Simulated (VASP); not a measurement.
Wanted: the native input for a VASP 6.6.1 run.

* Task: density of states
* Functional: PBE
* Potentials or basis: VASP PAW PBE potentials, release 64 (Sb)
* Cutoff: 520 eV
* k mesh: 11 × 11 × 11
* Occupations: fermi-dirac, width 0.1 eV
* Spin: no spin polarisation
* Dipole correction: no
* k mesh for the DOS: 17 × 17 × 17
* Occupations for the DOS: tetrahedron
* Further INCAR settings: ALGO = Normal; EDIFF = 1e-06; NBANDS = 12

The system is Sb.

```
Sb
1.0
     1.31189   -0.75742    4.27139
     0.00000    1.51484    4.27139
    -1.31189   -0.75742    4.27139
Sb
2
Direct
  0.25000 0.25000 0.25000
  0.75000 0.75000 0.75000
```

This cell differs from its parent crystal: volume scaled by 0.4.

These files were run (other wordings do the same):

POSCAR

```
Sb
1.0
    1.3118866193     -0.7574180928      4.2713863683
    0.0000000000      1.5148361856      4.2713863683
   -1.3118866193     -0.7574180928      4.2713863683
Sb
2
Direct
    0.2500000410      0.2500000410      0.2500000410
   -0.2500000410     -0.2500000410     -0.2500000410
```

INCAR.step1

```
SYSTEM = Sb
PREC = Accurate
ENCUT = 520
EDIFF = 1E-6
ISMEAR = -1
SIGMA = 0.1
LREAL = .FALSE.
LASPH = .TRUE.
NELM = 80
ALGO = Normal
ISIF = 2
LWAVE = .FALSE.
LCHARG = .TRUE.
GGA = PE
NBANDS = 12
```

KPOINTS.step1

```
regular mesh
0
G
  11 11 11
  0 0 0
```

INCAR.step2

```
SYSTEM = Sb
PREC = Accurate
ENCUT = 520
EDIFF = 1E-6
ISMEAR = -5
SIGMA = 0.1
LREAL = .FALSE.
LASPH = .TRUE.
NELM = 80
ALGO = Normal
ISIF = 2
LWAVE = .FALSE.
LCHARG = .FALSE.
GGA = PE
LORBIT = 11
NBANDS = 12
NEDOS = 1001
ICHARG = 11
```

KPOINTS.step2

```
regular mesh
0
G
  17 17 17
  0 0 0
```

Potentials or basis: VASP PAW PBE potentials, release 64 (Sb).

The run is started by

```console
$ cat potpaw_PBE.64/Sb/POTCAR > POTCAR
$ cp INCAR.step1 INCAR
$ cp KPOINTS.step1 KPOINTS
$ mpirun -np 1 vasp_std > vasp.out
$ cp INCAR.step2 INCAR
$ cp KPOINTS.step2 KPOINTS
$ mpirun -np 1 vasp_std > vasp.out
```

It gave:

```
Valence electrons inside the program's atomic spheres : Sb 3.15
```

Caveat: spin-orbit coupling is left out, which moves the levels of the heavy elements.

Wall time 3.7 min on 1 thread of Intel(R) Xeon(R) Platinum 8259CL CPU @ 2.50GHz (Skylake/Cascade Lake), with other jobs on the host, peak memory 0.3 GiB.
